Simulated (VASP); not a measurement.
# Li (P1) in VASP: further runs

The runs below take Li through single point, with PBE+D3(BJ).

Everything below comes from runs of VASP 6.6.1. Logs are shortened: lines on timing, memory, paths and dates and some standing lists are left out, and cuts for length are marked.

### Step 1. The cell of the first run

The typed cell holds 16 atoms: a = 7.094 Å, b = 7.094 Å, c = 7.094 Å, α = 90.00°, β = 90.00°, γ = 90.00°.

### Step 2. Single point, PBE+D3(BJ)

INCAR

```
PREC = Accurate
ENCUT = 520
EDIFF = 1E-6
ISMEAR = -1
SIGMA = 0.1
LREAL = Auto
LASPH = True
NELM = 100
ALGO = Normal
ISIF = 2
LWAVE = False
LCHARG = True
GGA = PE
IVDW = 12
LELF = True
LVHAR = True
NBANDS = 38
```

KPOINTS

```
regular mesh
0
Gamma
  3 3 3
```

POSCAR

```
Li
1.0
    7.0944470000      0.0000000000      0.0000000000
    0.0000000000      7.0944470000      0.0000000000
    0.0000000000      0.0000000000      7.0944470000
Li
16
Direct
   -0.0210446283      0.0138981939      0.0237932569
    0.4528612308     -0.0827407689     -0.0565935583
    0.0125450229      0.5054093716      0.1021926022
   -0.0011135470      0.0296429024      0.4788251995
    0.2661659182      0.2995018498      0.2678291909
    0.5565902459      0.4923710051     -0.0090493311
    0.4568502661     -0.0353656881      0.4997570635
    0.7123881537      0.2312794782      0.1912199781
    0.0312779840      0.5271305854      0.5571963537
    0.2084870040      0.7845008920      0.2587375732
    0.2175927172      0.2661377272      0.7789190616
    0.5043522067      0.4758087558      0.4462081400
    0.7396630069      0.7404664521      0.2712544050
    0.7462597155      0.2613734376      0.7548016075
    0.2641925438      0.6938525300      0.7326152412
    0.7362518883      0.7852620507      0.7483458542
```

Potentials or basis: VASP PAW PBE potentials, release 64 (Li_sv).

Command:

```sh
> cat potpaw_PBE.64/Li_sv/POTCAR > POTCAR
> mpirun -np 1 vasp_std > vasp.out
```

OUTCAR:

```text
PREC = Accurate
   ENCUT = 520
   EDIFF = 1E-6
   ISMEAR = -1
   LREAL = Auto
   LASPH = True
   NELM = 100
   ISIF = 2
   GGA = PE
   IVDW = 12
 IVDW          = 12

 ion  position               nearest neighbor table
   1  0.979  0.014  0.024-
   2  0.453  0.917  0.943-  15 2.56
   3  0.013  0.505  0.102-   5 2.60
   4  0.999  0.030  0.479-
   5  0.266  0.300  0.268-  12 2.45   3 2.60
   6  0.557  0.492  0.991-   8 2.58
   7  0.457  0.965  0.500-
   8  0.712  0.231  0.191-   6 2.58
   9  0.031  0.527  0.557-  15 2.38
  10  0.208  0.785  0.259-
  11  0.218  0.266  0.779-
  12  0.504  0.476  0.446-   5 2.45
  13  0.740  0.740  0.271-
  14  0.746  0.261  0.755-
  15  0.264  0.694  0.733-   9 2.38   2 2.56
  16  0.736  0.785  0.748-

  LATTYP: Found a simple cubic cell.
 ALAT       =     7.0944470000

  Lattice vectors:

 A1 = (   7.0944470000,   0.0000000000,   0.0000000000)
 A2 = (   0.0000000000,   7.0944470000,   0.0000000000)
 A3 = (   0.0000000000,   0.0000000000,   7.0944470000)

Analysis of symmetry for initial positions (statically):
=====================================================================
 Subroutine PRICEL returns:
 Original cell was already a primitive cell.

 Routine SETGRP: Setting up the symmetry group for a
 simple cubic supercell.

 Subroutine GETGRP returns: Found  1 space group operations
 (whereof  1 operations were pure point group operations)
 out of a pool of 48 trial point group operations.

The static configuration has the point symmetry C_1 .

Analysis of symmetry for dynamics (positions and initial velocities):
=====================================================================
 Subroutine PRICEL returns:
 Original cell was already a primitive cell.

 Routine SETGRP: Setting up the symmetry group for a
 simple cubic supercell.

 Subroutine GETGRP returns: Found  1 space group operations
 (whereof  1 operations were pure point group operations)
 out of a pool of 48 trial point group operations.

The dynamic configuration has the point symmetry C_1 .

 Subroutine INISYM returns: Found  1 space group operations
 (whereof  1 operations are pure point group operations),
 and found     1 'primitive' translations

----------------------------------------------------------------------------------------

                                     Primitive cell

  volume of cell :     357.0719

  direct lattice vectors                    reciprocal lattice vectors
     7.094447000  0.000000000  0.000000000     0.140955313  0.000000000  0.000000000
     0.000000000  7.094447000  0.000000000     0.000000000  0.140955313  0.000000000
     0.000000000  0.000000000  7.094447000     0.000000000  0.000000000  0.140955313

  length of vectors
     7.094447000  7.094447000  7.094447000     0.140955313  0.140955313  0.140955313

  position of ions in fractional coordinates (direct lattice)
     0.978955372  0.013898194  0.023793257
     0.452861231  0.917259231  0.943406442
     0.012545023  0.505409372  0.102192602
     0.998886453  0.029642902  0.478825200
     0.266165918  0.299501850  0.267829191
     0.556590246  0.492371005  0.990950669
[... 8 lines left out ...]
     0.264192544  0.693852530  0.732615241
     0.736251888  0.785262051  0.748345854

  ion indices of the primitive-cell ions
   primitive index   ion index
                 1           1
                 2           2
                 3           3
                 4           4
                 5           5
                 6           6
[... 8 lines left out ...]
                15          15
                16          16

----------------------------------------------------------------------------------------

 KPOINTS: regular mesh

Automatic generation of k-mesh.
 Grid dimensions read from file:
 generate k-points for:    3    3    3

 Generating k-lattice:

  Cartesian coordinates                     Fractional coordinates (reciprocal lattice)
     0.046985104  0.000000000  0.000000000     0.333333333  0.000000000  0.000000000
     0.000000000  0.046985104  0.000000000     0.000000000  0.333333333  0.000000000
     0.000000000  0.000000000  0.046985104     0.000000000  0.000000000  0.333333333

  Length of vectors
     0.046985104  0.046985104  0.046985104

  Shift w.r.t. Gamma in fractional coordinates (k-lattice)
     0.000000000  0.000000000  0.000000000

 Subroutine IBZKPT returns following result:
 ===========================================

 Found     14 irreducible k-points:

 Following reciprocal coordinates:
            Coordinates               Weight
  0.000000  0.000000  0.000000      1.000000
  0.333333  0.000000  0.000000      2.000000
  0.000000  0.333333  0.000000      2.000000
  0.000000  0.000000  0.333333      2.000000
  0.333333  0.333333  0.000000      2.000000
  0.000000  0.333333  0.333333      2.000000
  0.333333  0.000000  0.333333      2.000000
 -0.333333  0.333333  0.000000      2.000000
 -0.333333  0.000000  0.333333      2.000000
  0.000000 -0.333333  0.333333      2.000000
  0.333333  0.333333  0.333333      2.000000
 -0.333333  0.333333  0.333333      2.000000
 -0.333333 -0.333333  0.333333      2.000000
  0.333333 -0.333333  0.333333      2.000000
   k-points           NKPTS =     14   k-points in BZ     NKDIM =     14   number of bands    NBANDS=     38
   number of dos      NEDOS =    301   number of ions     NIONS =     16
   total plane-waves  NPLWV = 157464
   dimension x,y,z NGX =    54 NGY =   54 NGZ =   54
   dimension x,y,z NGXF=   108 NGYF=  108 NGZF=  108
   ions per type =              16
   NGX,Y,Z   is equivalent  to a cutoff of  12.65, 12.65, 12.65 a.u.
   NGXF,Y,Z  is equivalent  to a cutoff of  25.31, 25.31, 25.31 a.u.
 SYSTEM =  unknown system
   PREC   = accura    normal or accurate (medium, high low for compatibility)
   ISTART =      0    job   : 0-new  1-cont  2-samecut
   ICHARG =      2    charge: 1-file 2-atom 10-const
   ISPIN  =      1    spin polarized calculation?
   LNONCOLLINEAR =      F non collinear calculations
   LSORBIT =      F    spin-orbit coupling
   LASPH  =      T    aspherical Exc in radial PAW
   ENCUT  =  520.0 eV  38.22 Ry    6.18 a.u.  13.19 13.19 13.19*2*pi/ulx,y,z
   NELM   =    100;   NELMIN=  2; NELMDL= -5     # of ELM steps
   EDIFF  = 0.1E-05   stopping-criterion for ELM
   LREAL  =      T    real-space projection
   EDIFFG = 0.1E-04   stopping-criterion for IOM
   NSW    =      0    number of steps for IOM
   IBRION =     -1    ionic relax: 0-MD 1-quasi-New 2-CG
   NFREE  =      0    steps in history (QN), initial steepest desc. (CG)
   ISIF   =      2    stress and relaxation
   ISYM   =      2    0-nonsym 1-usesym 2-fastsym
   POTIM  = 0.5000    time-step for ionic-motion
   TEBEG  =    0.0;   TEEND  =   0.0 temperature during run
   PSTRESS=    0.0 pullay stress
   NELECT =      48.0000    total number of electrons
   NUPDOWN=      -1.0000    fix difference up-down
   EMIN   =  10.00;   EMAX   =-10.00  energy-range for DOS
   EFERMI =   0.00;   METHOD = LEGACY
   ISMEAR =    -1;   SIGMA  =   0.10  broadening in eV -4-tet -1-fermi 0-gaus
   EFERMI_NEDOS =   21; number of points for ismear=-14 and -15
   IALGO  =     38    algorithm
   IMIX   =      4    mixing-type and parameters
     AMIX     =   0.40;   BMIX     =  1.00
     AMIX_MAG =   1.60;   BMIX_MAG =  1.00
  volume/ion in A,a.u.               =      22.32       150.60
  Fermi-wavevector in a.u.,A,eV,Ry     =   0.838629  1.584780  9.568965  0.703299
  Thomas-Fermi vector in A             =   1.952715
   LORBIT       =      0    0 simple, 1 ext, 2 COOP (PROOUT), +10 PAW based schemes
   GGA     = PE    functional components
   LHFCALC =     F    Hartree Fock is set to
   AEXX    =    0.0000 exact exchange contribution
   IVDW    =    12    specifies the selected vdW correction
   LEPSILON=     F    determine dielectric tensor
   LRPA    =     F    only Hartree local field effects (RPA)
 non-spin polarized calculation
  energy-cutoff  :      520.00
  volume of cell :      357.07
 maximum number of plane-waves:      9771
 NGX is ok and might be reduce to    54
   NGX = 27   NGY = 27   NGZ = 27

 number of electron      47.9999979 magnetization

 Free energy of the ion-electron system (eV)
  ---------------------------------------------------
  ext. energy  EPLUGINS =         0.00000000
  ---------------------------------------------------
  free energy    TOTEN  =       -29.07565418 eV

  energy without entropy =      -28.80445479  energy(sigma->0) =      -28.94005448

 E-fermi :   0.3175     XC(G=0):  -6.7978

 val. band max:        0.3159950242   @ k =   0.0000  -0.3333   0.3333
 cond. band min:       0.3211001112   @ k =   0.0000   0.3333   0.3333
 fundamental gap:      0.0051050870
 Fermi energy:         0.3175214704

 k-point     1 :       0.0000    0.0000    0.0000
  band No.  band energies     occupation
      1     -46.5116      2.00000
      2     -46.5091      2.00000
      3     -46.5011      2.00000
      4     -46.4576      2.00000
      5     -46.4556      2.00000
      6     -46.4451      2.00000
[... 28 lines left out ...]
     35       3.1629      0.00000
     36       3.3936      0.00000

 k-point     2 :       0.3333    0.0000    0.0000
  band No.  band energies     occupation
      1     -46.5112      2.00000
      2     -46.5093      2.00000
      3     -46.5011      2.00000
      4     -46.4574      2.00000
      5     -46.4555      2.00000
      6     -46.4450      2.00000
[... 28 lines left out ...]
     35       3.4240      0.00000
     36       3.5818      0.00000
[... 427 lines left out ...]
     35       3.3898      0.00000
     36       3.5991      0.00000

 k-point    14 :       0.3333   -0.3333    0.3333
  band No.  band energies     occupation
      1     -46.5113      2.00000
      2     -46.5091      2.00000
      3     -46.5012      2.00000
      4     -46.4574      2.00000
      5     -46.4556      2.00000
      6     -46.4451      2.00000
[... 28 lines left out ...]
     35       3.4026      0.00000
     36       3.6646      0.00000
 [bands above 36 left out]

------------------------ aborting loop because EDIFF is reached ----------------------------------------

 Edisp (eV)   -2.46049

 E8    (eV) :    -1.0292

  FORCE on cell =-STRESS in cart. coord.  units (eV):
  Direction    XX          YY          ZZ          XY          YZ          ZX
  --------------------------------------------------------------------------------------
  -------------------------------------------------------------------------------------
  Total      -3.17459    -3.62455    -4.35678    -0.07012     0.82394     0.86063
  in kB     -14.24435   -16.26329   -19.54882    -0.31465     3.69701     3.86163
  external pressure =      -16.69 kB  Pullay stress =        0.00 kB

 VOLUME and BASIS-vectors are now :
 -----------------------------------------------------------------------------
  energy-cutoff  :      520.00
  volume of cell :      357.07
      direct lattice vectors                 reciprocal lattice vectors
     7.094447000  0.000000000  0.000000000     0.140955313  0.000000000  0.000000000
     0.000000000  7.094447000  0.000000000     0.000000000  0.140955313  0.000000000
     0.000000000  0.000000000  7.094447000     0.000000000  0.000000000  0.140955313

 POSITION                                       TOTAL-FORCE (eV/Angst)
 -----------------------------------------------------------------------------------
      6.94515      0.09860      0.16880         0.139581     -0.136226     -0.252850
      3.21280      6.50745      6.69295         0.043113      0.619375      0.567537
      0.08900      3.58560      0.72500        -0.295661     -0.017949     -0.560530
      7.08655      0.21030      3.39700        -0.078164      0.078649      0.162340
      1.88830      2.12480      1.90010        -0.129104     -0.551699     -0.190721
      3.94870      3.49310      7.03025        -0.456070      0.363293     -0.077113
[... 8 lines left out ...]
      1.87430      4.92250      5.19750         0.084532      0.117326      0.176152
      5.22330      5.57100      5.30910         0.412393     -0.207321     -0.124821
 -----------------------------------------------------------------------------------
    total drift:                                0.000472      0.001238     -0.007952

  FREE ENERGIE OF THE ION-ELECTRON SYSTEM (eV)
  ---------------------------------------------------
  free  energy   TOTEN  =       -31.5361470790 eV

  energy  without entropy=      -31.2649476875  energy(sigma->0) =      -31.40054738
```

Wall time 4.5 min (1 thread of Intel Xeon Platinum 8259CL at 2.50GHz (Skylake/Cascade Lake), shared host); peak memory 0.41 GiB.

Results:

- Free energy: -31.5361 eV
- Largest force: 0.893 eV/Å
- Band gap on the k mesh: zero (band 24 reaches 0.59 eV, above the bottom of band 25 at 0.14 eV)
- Dispersion energy per atom: -0.154 eV

Forces in eV/Å, atoms in the order of the input:
```
Li   0.140 -0.136 -0.253
Li   0.043  0.619  0.568
Li  -0.296 -0.018 -0.561
Li  -0.078  0.079  0.162
Li  -0.129 -0.552 -0.191
Li  -0.456  0.363 -0.077
Li   0.146  0.347  0.038
Li   0.045 -0.372  0.398
Li  -0.659 -0.223 -0.560
Li   0.314 -0.176  0.000
Li   0.280 -0.225  0.092
Li   0.165  0.331  0.550
Li  -0.005  0.186 -0.007
Li  -0.005 -0.134 -0.210
Li   0.085  0.117  0.176
Li   0.412 -0.207 -0.125
```

Caveat: the cutoff is under 1.25 times the usual one of these potentials, so pressure, stress and relaxed cells hold a basis-set (Pulay) error; pairwise dispersion overbinds metals, which lowers pressure and volume.

### Step 3. Single point, PBE+D3(BJ)

INCAR

```
PREC = Accurate
ENCUT = 520
EDIFF = 1E-7
ISMEAR = -1
SIGMA = 0.1
LREAL = Auto
LASPH = T
NELM = 100
ALGO = Normal
ISIF = 2
LWAVE = F
LCHARG = F
GGA = PE
IVDW = 12
NBANDS = 38
```

KPOINTS is that of step 2.

POSCAR

```
Li
1.0
    7.0944470000      0.0000000000      0.0000000000
    0.0000000000      7.0944470000      0.0000000000
    0.0000000000      0.0000000000      7.0944470000
Li
16
Direct
   -0.0218198825      0.0446264522      0.0433437589
    0.4601063339     -0.0711824332     -0.0128551246
    0.0128128380      0.5418322246      0.1245481149
    0.0072169120      0.0447392165      0.4997429680
    0.2583851849      0.2261064182      0.2919889316
    0.5551243106      0.5081720957     -0.0347877713
    0.4315769784      0.0134753280      0.5197445270
    0.6862409431      0.1704290694      0.1826780861
    0.0244980335      0.4605432953      0.4991086691
    0.2177900547      0.8009785682      0.2710852587
    0.2108127667      0.2796412462      0.7891101308
    0.4879450083      0.5130632451      0.4917789928
    0.7670647198      0.7987091876      0.2889302013
    0.7311211149      0.2902410857      0.7033670137
    0.2563272373      0.7305854847      0.7627796782
    0.7266387359      0.7918164728      0.7389723258
```

Potentials or basis: VASP PAW PBE potentials, release 64 (Li_sv).

Command:

```sh
> cat potpaw_PBE.64/Li_sv/POTCAR > POTCAR
> mpirun -np 1 vasp_std > vasp.out
```

It took 4.8 min on 1 thread of Intel Xeon Platinum 8259CL at 2.50GHz (Skylake/Cascade Lake), shared host; peak memory 0.4 GiB.

It converged, with:

```yaml
Free_energy: -31.5028 eV
Largest_force: 0.809 eV/Å
Band_gap_on_the_k_mesh: zero (band 24 reaches 0.60 eV, above the bottom of band 25 at 0.14 eV)
Dispersion_energy_per_atom: -0.154 eV
```

Forces in eV/Å, atoms in the order of the input:
```
Li   0.358 -0.208 -0.472
Li   0.050  0.378  0.167
Li  -0.209 -0.374 -0.687
Li  -0.248 -0.177  0.209
Li   0.114  0.365 -0.583
Li  -0.226  0.052  0.381
Li   0.452 -0.045  0.341
Li  -0.185  0.525  0.453
Li  -0.219  0.359  0.066
Li   0.283 -0.119  0.098
Li   0.287 -0.096  0.185
Li  -0.080  0.125 -0.193
Li  -0.320 -0.224  0.117
Li   0.046 -0.374  0.145
Li  -0.489 -0.154 -0.199
Li   0.385 -0.034 -0.028
```

Levels at points of the mesh, in eV from the Fermi level:
| k point | band 21 | band 22 | band 23 | band 24 | band 25 | band 26 | band 27 | band 28 |
| --- | --- | --- | --- | --- | --- | --- | --- | --- |
| (0.00, 0.00, 0.00) | -1.05 | -0.97 | -0.88 | 0.29 | 0.31 | 0.35 | 0.39 | 0.46 |

Caveat: the cutoff is under 1.25 times the usual one of these potentials, so pressure, stress and relaxed cells hold a basis-set (Pulay) error; pairwise dispersion overbinds metals, which lowers pressure and volume.

### Step 4. Single point, PBE+D3(BJ)

INCAR

```
SYSTEM = Li
PREC     = Accurate       ! precision mode
ENCUT    = 520            ! plane-wave cutoff, eV
EDIFF    = 1E-6           ! SCF threshold, eV
ISMEAR   = -1             ! smearing method
SIGMA    = 0.1            ! smearing width, eV
LREAL    = Auto         
LASPH    = .TRUE.         ! aspherical terms in the spheres
NELM     = 100            ! most SCF steps
ALGO     = Normal         ! electronic algorithm
ISIF     = 2              ! what is computed and relaxed
LWAVE    = .FALSE.        ! write WAVECAR
LCHARG   = .FALSE.        ! write CHGCAR
GGA      = PE             ! functional
IVDW     = 12             ! dispersion correction
NBANDS   = 38             ! bands
```

KPOINTS

```
regular mesh
0
G
  3 3 3
  0 0 0
```

POSCAR

```
Li
1.0
    7.0944470000      0.0000000000      0.0000000000
    0.0000000000      7.0944470000      0.0000000000
    0.0000000000      0.0000000000      7.0944470000
Li
16
Direct
   -0.0436679561     -0.0055677349     -0.0008598274
    0.4745260624     -0.0455144707     -0.0273171397
   -0.0263022615      0.5196740493      0.0454158020
   -0.0142082956      0.0404118883      0.5388016853
    0.2711134497      0.1991839533      0.2534235579
    0.5771838171      0.5279199351     -0.0374377312
    0.4362707904      0.0683351359      0.5663725446
    0.6513404075      0.2031588931      0.2302505044
    0.0266123632      0.4425433018      0.4550319426
    0.2274173026      0.7815690215      0.2962175910
    0.2502802544      0.2868581582      0.7714484300
    0.5296677810      0.5138244038      0.4798541733
    0.7233967637      0.8245744876      0.3001925309
    0.7602283871      0.2639388243      0.7278368561
    0.1821706470      0.7758744269      0.7099778179
    0.8034311906      0.7731821804      0.6901735963
```

Command:

```sh
> cat potpaw_PBE.64/Li_sv/POTCAR > POTCAR
> mpirun -np 1 vasp_std > vasp.out
```

It took 3.9 min on 1 thread of Intel Xeon Platinum 8259CL at 2.50GHz (Skylake/Cascade Lake), shared host; peak memory 0.41 GiB.

Results (log left out):

```
Free energy                : -31.8272 eV
Largest force              : 0.693 eV/Å
Band gap on the k mesh     : zero (band 24 reaches 0.55 eV, above the bottom of band 25 at 0.15 eV)
Dispersion energy per atom : -0.154 eV
```

Forces on the atoms (eV/Å):
```
Li   0.153  0.152  0.046
Li   0.049 -0.050 -0.140
Li   0.086  0.008 -0.095
Li   0.216  0.293 -0.541
Li  -0.278  0.215 -0.302
Li  -0.409  0.107  0.149
Li   0.422 -0.443 -0.171
Li   0.471  0.284  0.042
Li  -0.226  0.233  0.096
Li   0.099 -0.045 -0.171
Li  -0.213  0.265  0.368
Li  -0.230 -0.029  0.057
Li   0.044 -0.216 -0.110
Li  -0.109  0.022  0.218
Li   0.425 -0.407  0.276
Li  -0.501 -0.389  0.279
```

Levels at points of the mesh, in eV from the Fermi level:
| k point | band 22 | band 23 | band 24 | band 25 | band 26 | band 27 |
| --- | --- | --- | --- | --- | --- | --- |
| (0.00, 0.00, 0.00) | -0.99 | -0.96 | 0.23 | 0.38 | 0.42 | 0.45 |

Caveat: the cutoff is under 1.25 times the usual one of these potentials, so pressure, stress and relaxed cells hold a basis-set (Pulay) error; pairwise dispersion overbinds metals, which lowers pressure and volume.

[end of part 1 of 2]
